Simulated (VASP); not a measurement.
Crystal: Cd2S.

```
Cd S
1.0
     4.04039    0.00000    0.00000
    -2.02019    3.49908    0.00000
     0.00000    0.00000    5.92313
Cd S
2 1
Direct
  0.33333 0.66667 0.93272
  0.66667 0.33333 0.57873
  0.33333 0.66667 0.36571
```

Base run:

| Item | Value |
| --- | --- |
| Program | VASP 6.6.1 |
| Functional | PBE |
| Potentials or basis | VASP PAW PBE potentials, release 64 (Cd, S) |
| Cutoff | 520 eV |
| k mesh | 8 × 8 × 5 |
| Occupations | fermi-dirac, width 0.05 eV |
| Spin | no spin polarisation |

Its results: band gap on the k mesh 0.29 eV, indirect (least direct gap 0.57 eV); pressure -2.1 GPa; largest force 0.254 eV/Å.

Q: After a change of settings the same cell gave: band gap on the k mesh 0.32 eV, indirect (least direct gap 0.60 eV); pressure -3.6 GPa; largest force 0.230 eV/Å. Which change was it?
A. functional from PBE to LDA; potentials or basis from VASP PAW PBE potentials, release 64 (Cd, S) to VASP PAW LDA potentials, release 64 (Cd, S)
B. functional from PBE to PBEsol
C. functional from PBE to r2SCAN

A: C.

Caveats: the PAW data sets were made with another functional, which shifts forces and pressure a little (some runs).
